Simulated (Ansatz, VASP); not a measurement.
# Two plane-wave programs on Ti3Si2

File INCAR:

```
PREC = Accurate
ENCUT = 520
EDIFF = 1E-7
ISMEAR = 0
SIGMA = 0.1
LREAL = F
LASPH = T
NELM = 60
ALGO = Normal
ISIF = 2
LWAVE = F
LCHARG = F
GGA = PE
NBANDS = 55
```

Contents of KPOINTS:

```
regular mesh
0
Gamma
  3 3 4
```

The input POSCAR:

```
Ti3Si2
1.0
    6.7946779900      0.0000000000      0.0000000000
   -3.3973390000      5.8843637500      0.0000000000
    0.0000000000      0.0000000000      4.2427434200
Ti Si
6 4
Direct
    0.9212909600      0.6165569700      0.7500000000
    0.0787090400      0.3834430300      0.2500000000
    0.6952660100      0.0787090400      0.7500000000
    0.3047339900      0.9212909600      0.2500000000
    0.3834430300      0.3047339900      0.7500000000
    0.6165569700      0.6952660100      0.2500000000
    0.3333333300      0.6666666700      0.7500000000
    0.6666666700      0.3333333300      0.2500000000
    0.0000000000      0.0000000000      0.0000000000
    0.0000000000      0.0000000000      0.5000000000
```

Input for Ansatz:

```yaml
crystal:
  lattice:
    - [6.79467799, 0.0, 0.0]
    - [-3.397339, 5.88436375, 0.0]
    - [0.0, 0.0, 4.24274342]
  atoms:
    - { symbol: Ti, position: [0.92129096, 0.61655697, 0.75] }
    - { symbol: Ti, position: [0.07870904, 0.38344303, 0.25] }
    - { symbol: Ti, position: [0.69526601, 0.07870904, 0.75] }
    - { symbol: Ti, position: [0.30473399, 0.92129096, 0.25] }
    - { symbol: Ti, position: [0.38344303, 0.30473399, 0.75] }
    - { symbol: Ti, position: [0.61655697, 0.69526601, 0.25] }
    - { symbol: Si, position: [0.33333333, 0.66666667, 0.75] }
    - { symbol: Si, position: [0.66666667, 0.33333333, 0.25] }
    - { symbol: Si, position: [0.0, 0.0, 0.0] }
    - { symbol: Si, position: [0.0, 0.0, 0.5] }
basis:
  ecutwfc: 420
kpoints:
  mp_grid: { grid: [3, 3, 4] }
hamiltonian:
  xc: pbe
scf:
  occupations: { method: gaussian, width: 0.1 }
  lower_state_search: "off"
output:
  forces: true
  stress: true
  eigenvalues: true
```

Change from the starting cell: species swapped into the Ho3Ru2 type (P6_3/m, No. 176).

Alike in both runs: task single point; functional PBE; k mesh 3 × 3 × 4; occupations gaussian, width 0.1 eV; no spin polarisation.

```csv
,VASP,Ansatz
version,VASP 6.6.1,Ansatz 0.2.0
potentials or method,"VASP PAW PBE potentials, release 64 (Ti_sv, Si), cutoff 520 eV","scalar-relativistic, plane waves, PAW"
valence electrons in the cell,88,88
```

```csv
,VASP,Ansatz,Ansatz less VASP
gap on the k mesh at the Fermi level (eV),none,none,-
pressure (GPa),-2.4,-2.4,+0.01
"traceless stress, the component that is largest in VASP (GPa)",5.89,5.93,+0.031
rms of the force components (eV/Å),0.342,0.341,-0.0016
```

Atom by atom the forces differ by 0.002 eV/Å (rms over components). A gap of «none» marks a metal or a gap that the smearing closes. The functional is the same, so the differences come from potentials, cutoffs and numerics.

The k mesh is coarse, so the values compare programs but aren't converged.
